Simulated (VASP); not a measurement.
Ag: single point with PBE

Crystal: Ag.

```
CELL_PARAMETERS angstrom
-1.65156 1.65156 1.65156
1.65156 -1.65156 1.65156
1.65156 1.65156 -1.65156
ATOMIC_POSITIONS crystal
Ag 0.00000 0.00000 0.00000
```

| Property | Result |
| --- | --- |
| Program | VASP 6.6.1 |
| Task | single point |
| Functional | PBE |
| Potentials or basis | VASP PAW PBE potentials, release 64 (Ag) |
| Cutoff | 520 eV |
| k mesh | 18 × 18 × 18 |
| Occupations | fermi-dirac, width 0.05 eV |
| Spin | no spin polarisation |

- Pressure: -0.1 GPa

Levels at points of the mesh, in eV from the Fermi level:
```csv
k point,band 4,band 5,band 6,band 7,band 8,band 9
"(0.00, 0.00, 0.00)",-4.75,-3.53,-3.53,17.75,17.75,17.75
"(0.50, 0.00, 0.00)",-3.42,-2.61,0.04,3.82,13.12,13.98
"(0.50, 0.50, 0.50)",-2.84,-2.84,6.73,6.73,6.73,12.05
```

Run time: 10 s on 1 thread of Intel(R) Xeon(R) 6975P-C (Granite Rapids), on a shared host, peak memory 0.17 GiB.
